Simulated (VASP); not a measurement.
# Sb: single point with r2SCAN0

Crystal: Sb.

```
Sb
1.0
     3.16000    0.00000    0.00000
     0.00000    3.16000    0.00000
     0.00000    0.00000    3.16000
Sb
1
Direct
  0.00000 0.00000 0.00000
```

```yaml
Program: VASP 6.6.1
Task: single point
Functional: r2SCAN0
Potentials_or_basis: VASP PAW PBE potentials, release 64 (Sb)
Cutoff: 520 eV
k_mesh: 4 × 4 × 4
Occupations: fermi-dirac, width 0.05 eV
Spin: no spin polarisation
Dipole_correction: no
Grid_for_exact_exchange_PRECFOCK: Normal
Further_INCAR_settings: ALGO = Normal; EDIFF = 1e-06; NBANDS = 8
```

| Item | Value |
| --- | --- |
| Pressure | -7.2 GPa |

Levels at points of the mesh, in eV from the Fermi level:
| k point | band 1 | band 2 | band 3 | band 4 | band 5 | band 6 | band 7 |
| --- | --- | --- | --- | --- | --- | --- | --- |
| (0.00, 0.00, 0.00) | -14.57 | 3.60 | 3.60 | 3.60 | 7.54 | 7.54 | 9.13 |
| (0.50, 0.00, 0.00) | -11.99 | -6.96 | 5.79 | 5.79 | 9.67 | 11.78 | 12.35 |
| (0.50, 0.50, 0.00) | -9.11 | -4.70 | -4.70 | 2.92 | 7.93 | 13.62 | 14.23 |
| (0.50, 0.50, 0.50) | -5.87 | -2.64 | -2.64 | -2.64 | 5.62 | 5.62 | 5.62 |

Wall time 57 s on 1 thread of Intel(R) Xeon(R) Platinum 8259CL CPU @ 2.50GHz (Skylake/Cascade Lake), on a shared host, peak memory 0.15 GiB.

Caveat: the k points lie up to 0.50 Å⁻¹ apart; the PAW data sets were made with another functional, which shifts forces and pressure a little; spin-orbit coupling is left out, which moves the levels of the heavy elements.
